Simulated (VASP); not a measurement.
# HC17 in VASP: single point with PBE+D3(BJ)

Aim: the single point of HC17 with PBE+D3(BJ).

Program: VASP 6.6.1. These are calculated values, not measurements. Logs are shortened: lines on timing, memory, paths and dates and some standing lists are left out, and cuts for length are marked.

## Step 1: The cell of the first run

The cell holds a slab with vacuum, 36 atoms: a = 9.860 Å, b = 9.860 Å, c = 18.002 Å, α = 90.00°, β = 90.00°, γ = 120.00°.

## Step 2: Single point, PBE+D3(BJ)

The input, INCAR:

```
SYSTEM = HC17
ALGO = Normal ; DIPOL = 0.5 0.5 0.465
EDIFF = 1E-6 ; ENCUT = 520
GGA = PE ; IDIPOL = 3
ISIF = 2 ; ISMEAR = 0
IVDW = 12 ; LASPH = .TRUE.
LCHARG = .FALSE. ; LDIPOL = .TRUE.
LREAL = Auto ; LWAVE = .FALSE.
NBANDS = 93 ; NELM = 60
PREC = Accurate ; SIGMA = 0.05
```

The input, KPOINTS:

```
k-points
0
G
  2 2 1
  0 0 0
```

The input, POSCAR:

```
HC17
1.0
    9.8601980332      0.0000000000      0.0000000000
   -4.9300990166      8.5391819831      0.0000000000
    0.0000000000      0.0000000000     18.0016100064
C H
34 2
Direct
    0.4166666667      0.3333333333      0.4444046948
    0.4166236992      0.5832880621      0.4441867614
    0.4166753044      0.8332873451      0.4440802972
    0.4166793108      0.0833080818      0.4441103582
    0.6667076875      0.3333228856      0.4441970199
    0.6666964083      0.5833363184      0.4440346477
    0.6666922546      0.8333151633      0.4439043698
    0.6667088311      0.0833303269      0.4440663658
    0.9167026454      0.3333244628      0.4440592127
    0.9167534009      0.5833333443      0.4437561024
    0.9167572526      0.8333546688      0.4431069075
    0.9167458170      0.0833649125      0.4437578147
    0.1666421755      0.3332921934      0.4441195215
    0.1666498602      0.5833009362      0.4439906573
    0.1665956492      0.8333134194      0.4434238551
    0.1665855072      0.0832171801      0.4435535387
    0.3333072723      0.1666127420      0.4440879640
    0.3333144114      0.4166362622      0.4442692754
    0.3333161745      0.6666282268      0.4440744756
    0.3333160407      0.9166337240      0.4438916282
    0.5834011079      0.1666727434      0.4441795751
    0.5833481639      0.4166267786      0.4443368723
    0.5833354798      0.6666447258      0.4441026642
    0.5833459677      0.9166678064      0.4440926503
    0.8333734007      0.1666626289      0.4440057358
    0.8333788724      0.4166624039      0.4440530838
    0.8334398842      0.6667372778      0.4435297874
    0.8334338560      0.9166519830      0.4434817762
    0.0832790760      0.1666263733      0.4438276106
    0.0833178075      0.4166340256      0.4440895777
    0.0832861794      0.6666017924      0.4437065279
    0.0832847031      0.9166188534      0.4430842575
    0.0803706516      0.9147835858      0.6306150172
   -0.0608661467      0.8429416767      0.6318241008
    0.2055987913      0.9784952882      0.6282577474
   -0.1862013542      0.7791857781      0.6315837494
```

Potentials or basis: VASP PAW PBE potentials, release 64 (C, H).

The run is started by

```bash
> cat potpaw_PBE.64/C/POTCAR potpaw_PBE.64/H/POTCAR > POTCAR
> mpirun -np 1 vasp_std > vasp.out
```

OUTCAR:

```text
SYSTEM = HC17
   EDIFF = 1E-6
   ENCUT = 520
   GGA = PE
   ISIF = 2
   ISMEAR = 0
   IVDW = 12
   LASPH = .TRUE.
   LREAL = Auto
   NELM = 60
   PREC = Accurate
 IVDW          = 12

 ion  position               nearest neighbor table
   1  0.417  0.333  0.444-  18 1.42  22 1.42  17 1.42
   2  0.417  0.583  0.444-  19 1.42  18 1.42  23 1.42
   3  0.417  0.833  0.444-  19 1.42  24 1.42  20 1.42
   4  0.417  0.083  0.444-  20 1.42  17 1.42  21 1.42
   5  0.667  0.333  0.444-  21 1.42  22 1.42  26 1.42
   6  0.667  0.583  0.444-  23 1.42  22 1.42  27 1.42
[... 24 lines left out ...]
  31  0.083  0.667  0.444-  10 1.42  14 1.42  15 1.42
  32  0.083  0.917  0.443-  11 1.42  16 1.42  15 1.42
  33  0.080  0.915  0.631-  35 1.07  34 1.21
  34  0.939  0.843  0.632-  36 1.07  33 1.21
  35  0.206  0.978  0.628-  33 1.07
  36  0.814  0.779  0.632-  34 1.07

  LATTYP: Found a hexagonal cell.
 ALAT       =     9.8601980332
 C/A-ratio  =     1.8256844280

  Lattice vectors:

 A1 = (   9.8601980332,   0.0000000000,   0.0000000000)
 A2 = (  -4.9300990166,   8.5391819831,   0.0000000000)
 A3 = (   0.0000000000,   0.0000000000,  18.0016100064)

Analysis of symmetry for initial positions (statically):
=====================================================================
 Subroutine PRICEL returns:
 Original cell was already a primitive cell.

 Routine SETGRP: Setting up the symmetry group for a
 hexagonal supercell.

 Subroutine GETGRP returns: Found  1 space group operations
 (whereof  1 operations were pure point group operations)
 out of a pool of 24 trial point group operations.

The static configuration has the point symmetry C_1 .

Analysis of symmetry for dynamics (positions and initial velocities):
=====================================================================
 Subroutine PRICEL returns:
 Original cell was already a primitive cell.

 Routine SETGRP: Setting up the symmetry group for a
 hexagonal supercell.

 Subroutine GETGRP returns: Found  1 space group operations
 (whereof  1 operations were pure point group operations)
 out of a pool of 24 trial point group operations.

The dynamic configuration has the point symmetry C_1 .

 Subroutine INISYM returns: Found  1 space group operations
 (whereof  1 operations are pure point group operations),
 and found     1 'primitive' translations
[... 150 lines left out ...]
   POTIM  = 0.5000    time-step for ionic-motion
   TEBEG  =    0.0;   TEEND  =   0.0 temperature during run
   PSTRESS=    0.0 pullay stress
   NELECT =     138.0000    total number of electrons
   NUPDOWN=      -1.0000    fix difference up-down
   EMIN   =  10.00;   EMAX   =-10.00  energy-range for DOS
   EFERMI =   0.00;   METHOD = LEGACY
   ISMEAR =     0;   SIGMA  =   0.05  broadening in eV -4-tet -1-fermi 0-gaus
   EFERMI_NEDOS =   21; number of points for ismear=-14 and -15
   IALGO  =     38    algorithm
   IMIX   =      4    mixing-type and parameters
     AMIX     =   0.40;   BMIX     =  1.00
     AMIX_MAG =   1.60;   BMIX_MAG =  1.00
  volume/ion in A,a.u.               =      42.10       284.12
  Fermi-wavevector in a.u.,A,eV,Ry     =   0.736484  1.391753  7.379922  0.542409
  Thomas-Fermi vector in A             =   1.829935
   LORBIT       =      0    0 simple, 1 ext, 2 COOP (PROOUT), +10 PAW based schemes
   GGA     = PE    functional components
   LHFCALC =     F    Hartree Fock is set to
   AEXX    =    0.0000 exact exchange contribution
   IVDW    =    12    specifies the selected vdW correction
   LEPSILON=     F    determine dielectric tensor
   LRPA    =     F    only Hartree local field effects (RPA)
 non-spin polarized calculation
 Gauss-broadening in eV      SIGMA  =   0.05
  energy-cutoff  :      520.00
  volume of cell :     1515.70
 maximum number of plane-waves:     40858
 NGX is ok and might be reduce to    80
   NGX = 37   NGY = 37   NGZ = 67

 dipolmoment           0.000000      0.000000     -0.019352 electrons x Angstroem

 number of electron     137.9999994 magnetization

 dipolmoment           0.000000      0.000000      0.020435 electrons x Angstroem

 Free energy of the ion-electron system (eV)
  ---------------------------------------------------
  ext. energy  EPLUGINS =         0.00000000
  ---------------------------------------------------
  free energy    TOTEN  =      -318.17159813 eV

  energy without entropy =     -318.17159813  energy(sigma->0) =     -318.17159813

 E-fermi :  -3.2016     XC(G=0):  -2.7196

 val. band max:       -3.4690920419   @ k =   0.5000   0.5000   0.0000
 cond. band min:      -1.5060956808   @ k =   0.5000   0.5000   0.0000
 fundamental gap:      1.9629963611
 Fermi energy:        -3.2016044585

 k-point     1 :       0.0000    0.0000    0.0000
  band No.  band energies     occupation
      1     -21.9830      2.00000
      2     -20.5254      2.00000
      3     -20.5224      2.00000
      4     -20.5201      2.00000
      5     -20.5162      2.00000
      6     -20.5093      2.00000
[... 325 lines left out ...]
     80       1.4387      0.00000
     81       1.4503      0.00000
 [bands above 81 left out]

------------------------ aborting loop because EDIFF is reached ----------------------------------------

 vacuum level on the upper side and lower side of the slab       (xc-potential included)         0.001        -0.036

 Edisp (eV)   -3.05525

 E8    (eV) :    -0.9419

  FORCE on cell =-STRESS in cart. coord.  units (eV):
  Direction    XX          YY          ZZ          XY          YZ          ZX
  --------------------------------------------------------------------------------------
  -------------------------------------------------------------------------------------
  Total       1.58693     1.53686    -0.31867     0.04720    -0.00015    -0.00597
  in kB       1.67747     1.62455    -0.33685     0.04990    -0.00016    -0.00631
  external pressure =        0.99 kB  Pullay stress =        0.00 kB

 VOLUME and BASIS-vectors are now :
 -----------------------------------------------------------------------------
  energy-cutoff  :      520.00
  volume of cell :     1515.70
      direct lattice vectors                 reciprocal lattice vectors
     9.860198033  0.000000000  0.000000000     0.101417841  0.058553618  0.000000000
    -4.930099017  8.539181983  0.000000000     0.000000000  0.117107236  0.000000000
     0.000000000  0.000000000 18.001610006     0.000000000  0.000000000  0.055550587

 POSITION                                       TOTAL-FORCE (eV/Angst)
 -----------------------------------------------------------------------------------
      2.46505      2.84639      8.00000         0.008919     -0.016418     -0.013813
      1.23232      4.98080      7.99608         0.013213      0.004184      0.008160
      0.00031      7.11559      7.99416        -0.010238      0.009103     -0.002564
      3.69782      0.71138      7.99470         0.003884      0.004402     -0.001760
      4.93055      2.84630      7.99626         0.002266      0.003290      0.004031
      3.69785      4.98121      7.99334         0.024709      0.003272      0.003713
[... 28 lines left out ...]
     -2.79683      8.35555     11.30965        -0.004777     -0.004802      0.030349
      4.18275      6.65361     11.36952         0.011574      0.005278      0.031700
 -----------------------------------------------------------------------------------
    total drift:                               -0.028402      0.043584     -0.160003

  FREE ENERGIE OF THE ION-ELECTRON SYSTEM (eV)
  ---------------------------------------------------
  free  energy   TOTEN  =      -321.2268481490 eV

  energy  without entropy=     -321.2268481490  energy(sigma->0) =     -321.22684815

 vacuum level on the upper side and lower side of the slab         1.827         1.786
```

OSZICAR:

```text
N       E                     dE             d eps       ncg     rms          rms(c)
DAV:   1     0.123405284448E+04    0.12341E+04   -0.51542E+04   824   0.111E+03
DAV:   2    -0.981935548305E+02   -0.13322E+04   -0.12608E+04  1104   0.265E+02
DAV:   3    -0.333401966852E+03   -0.23521E+03   -0.23439E+03   907   0.118E+02
DAV:   4    -0.341794114553E+03   -0.83921E+01   -0.83602E+01   920   0.282E+01
[... 16 lines left out ...]
DAV:  21    -0.318171567557E+03   -0.35093E-04   -0.17481E-06   678   0.294E-03    0.134E-03
DAV:  22    -0.318171591835E+03   -0.24278E-04   -0.10743E-06   612   0.204E-03    0.108E-03
DAV:  23    -0.318171596465E+03   -0.46304E-05   -0.15070E-07   496   0.115E-03    0.296E-04
DAV:  24    -0.318171597637E+03   -0.11717E-05   -0.18841E-08   487   0.517E-04    0.154E-04
DAV:  25    -0.318171598130E+03   -0.49340E-06    0.67926E-09   484   0.378E-04
   1 F= -.32122685E+03 E0= -.32122685E+03  d E =-.676649E-14
```

stdout:

```text
POSCAR found type information on POSCAR C H
 POSCAR found :  2 types and      36 ions
 scaLAPACK will be used
 LDA part: xc-table for (Slater+PW92), standard interpolation
 POSCAR, INCAR and KPOINTS ok, starting setup
 FFT: planning ... GRIDC
 FFT: planning ... GRID_SOFT
 FFT: planning ... GRID
 WAVECAR not read
 entering main loop
```

It took 25 min on 1 thread of Intel Xeon Platinum 8488C (Sapphire Rapids), shared host; peak memory 1.7 GiB.

What came out:

| Property | Result |
| --- | --- |
| Free energy | -321.2268 eV |
| Largest force | 0.109 eV/Å |
| Band gap on the k mesh | 1.96 eV |
| Dispersion energy per atom | -0.085 eV |

Forces in eV/Å, atoms in the order of the input:
```
C    0.009 -0.016 -0.014
C    0.013  0.004  0.008
C   -0.010  0.009 -0.003
C    0.004  0.004 -0.002
C    0.002  0.003  0.004
C    0.025  0.003  0.004
C    0.017  0.020  0.005
C    0.001  0.002  0.005
C   -0.015 -0.006  0.003
C   -0.038 -0.004  0.002
C   -0.018 -0.008 -0.023
C   -0.022 -0.032 -0.001
C    0.001 -0.006 -0.001
C   -0.007  0.004  0.005
C    0.007 -0.001  0.011
C    0.002  0.007  0.005
C   -0.020  0.002  0.000
C   -0.004 -0.001  0.003
C   -0.002  0.000  0.000
C   -0.013 -0.015  0.002
C   -0.012 -0.009  0.004
C   -0.008  0.012 -0.003
C   -0.004 -0.001 -0.005
C    0.009 -0.011 -0.005
C    0.006 -0.006  0.002
C   -0.002  0.006 -0.003
C   -0.004 -0.007  0.004
C   -0.007 -0.004  0.009
C    0.037  0.005 -0.001
C    0.015  0.009 -0.003
C    0.022  0.031 -0.005
C    0.017  0.007 -0.025
C    0.091  0.052 -0.023
C   -0.094 -0.053 -0.018
H   -0.005 -0.005  0.030
H    0.012  0.005  0.032
```
